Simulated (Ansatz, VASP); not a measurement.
# Fe: VASP beside Ansatz

Contents of POSCAR:

```
Fe
1.0
    0.0000000000      1.9088224892      1.9317918595
    1.4730375193      0.0000000000      1.9317918595
    1.4730375193      1.9088224892      0.0000000000
Fe
1
Direct
    0.0000000000      0.0000000000      0.0000000000
```

The input INCAR.step1:

```
SYSTEM = Fe
ALGO = Normal ; EDIFF = 1E-4
ENCUT = 520 ; GGA = PE
ISMEAR = -1 ; ISPIN = 2
LASPH = .TRUE. ; LCHARG = .FALSE.
LMAXMIX = 4 ; LREAL = .FALSE.
LWAVE = .TRUE. ; MAGMOM = 3
NBANDS = 14 ; NELM = 150
PREC = Accurate ; SIGMA = 0.1
```

File INCAR.step2:

```
SYSTEM = Fe
ALGO = Normal ; EDIFF = 1E-6
ENCUT = 520 ; ISIF = 2
ISMEAR = -1 ; ISPIN = 2
ISTART = 1 ; LASPH = .TRUE.
LCHARG = .FALSE. ; LMAXMIX = 4
LMIXTAU = .TRUE. ; LORBIT = 11
LREAL = .FALSE. ; LWAVE = .FALSE.
MAGMOM = 3 ; METAGGA = R2SCAN
NBANDS = 14 ; NELM = 150
PREC = Accurate ; SIGMA = 0.1
```

The input KPOINTS:

```
k-points
0
G
  14 14 14
  0 0 0
```

Input for Ansatz:

```yaml
crystal:
  lattice:
    - [0.0, 1.9088224892, 1.9317918595]
    - [1.4730375193, 0.0, 1.9317918595]
    - [1.4730375193, 1.9088224892, 0.0]
  atoms:
    - { symbol: Fe, position: [0.0, 0.0, 0.0], spin: 3.0 }
magnetization:
  spin_polarized: true
kpoints:
  mp_grid: { grid: [14, 14, 14] }
scf:
  occupations: { method: fermi_dirac, width: 0.1 }
  lower_state_search: "off"
hamiltonian:
  xc: r2scan
  pseudopotentials: { kind: paw }
output:
  forces: true
  stress: true
  eigenvalues: true
  populations: true
```

Change from the starting cell: volume scaled by 0.95, PAW files.

Alike in both runs: task single point; functional r2SCAN; k mesh 14 × 14 × 14; occupations fermi-dirac, width 0.1 eV; collinear spin.

```csv
,VASP,Ansatz
version,VASP 6.6.1,Ansatz 0.2.0
potentials or method,"VASP PAW PBE potentials, release 64 (Fe)","PAW with Ansatz's default frozen-core files, scalar-relativistic"
plane-wave cutoff (eV),520,500
valence electrons in the cell,8,16
```

Ansatz gave:

- pressure (GPa): 16.5
- traceless stress, the component that is largest in VASP (GPa): -4.77
- net moment per atom (μB): 2.53
- size of the moment on the site where the two differ most (μB): 2.66

**Question.** Estimate VASP's values.

**Answer.** Pressure (GPa): 16.4; traceless stress, the component that is largest in VASP (GPa): -4.67; net moment per atom (μB): 2.54; size of the moment on the site where the two differ most (μB): 2.58.

VASP's potentials were made for PBE, not for r2SCAN. Site moments also hang on the region over which each program counts them. VASP's potentials hold 8 valence electrons a cell and Ansatz's 16, so a difference there can come from the potentials and not from the codes. Ansatz's warnings: stability check not made.
